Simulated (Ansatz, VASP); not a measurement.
**Zr2PdS3 in VASP and in Ansatz**

```xyz
6
Lattice="3.6428 0.0000 0.0000 0.0000 3.6428 0.0000 0.0000 0.0000 7.7533" Properties=species:S:1:pos:R:3 pbc="T T T"
Zr    1.8214    0.0000    2.1621
Zr    0.0000    1.8214    5.5911
Pd    1.8214    1.8214    0.0000
S     0.0000    0.0000    0.0000
S     1.8214    0.0000    4.8739
S     0.0000    1.8214    2.8794
```

Change from the starting cell: species swapped into the Mn3CoAs2 type (P-4m2, No. 115).

Alike in both runs: task relaxation of cell and atoms; functional PBE; k mesh 6 × 6 × 2; occupations gaussian, width 0.1 eV; no spin polarisation.

```csv
,VASP,Ansatz
version,VASP 6.6.1,Ansatz 0.2.0
potentials or method,"VASP PAW PBE potentials, release 64 (Zr_sv, Pd, S), cutoff 600 eV","scalar-relativistic, plane waves, PAW"
valence electrons in the cell,52,60
```

|  | VASP | Ansatz | Ansatz less VASP |
| --- | --- | --- | --- |
| gap on the k mesh at the Fermi level, each at its own relaxed structure (eV) | none | none | - |
| relaxed volume (Å³/atom) | 17.12 | 17.13 | +0.016 |
| relaxed cell length with the largest relative difference (Å) | 3.632 | 3.635 | +0.0024 |

A gap of «none» marks a metal or a gap that the smearing closes. VASP's potentials hold 52 valence electrons a cell and Ansatz's 60, so a difference there can come from the potentials and not from the codes.

The k mesh is coarse, so the values compare programs but aren't converged.
